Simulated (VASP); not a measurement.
Runs of VASP 6.6.1 on SnO2. The structure is that of space group R-3m (No. 166), or close to it. The cells are those of the table. 

```tsv
cell	gap on the mesh (eV)	pressure (GPa)	largest force (eV/Å)
a = 4.653 Å, angles 39.2°, 3 atoms	1.99	8.9	(c)
a = 4.741 Å, angles 39.2°, 3 atoms	2.46	25.4	3.13
a = 4.697 Å, angles 39.2°, 3 atoms	1.40	-3.5	(b)
a = 4.826 Å, angles 39.2°, 3 atoms	0.98	-14.4	(a)
```

Alike in all rows: task single point; level PBEsol; potentials or basis VASP PAW PBE potentials, release 64 (Sn_d, O); no spin polarisation; k mesh 12 × 12 × 12; cutoff (eV) 520; smearing gaussian 0.05 eV.

Task: Fill in the values left out.

Result: (a) 2.34; (b) 1.82; (c) 0.29.

Caveats: the PAW data sets were made with another functional, which shifts forces and pressure a little; spin-orbit coupling is left out, which moves the levels of the heavy elements.

A k mesh can miss the band edges, and the runs leave out spin-orbit coupling on Sn.
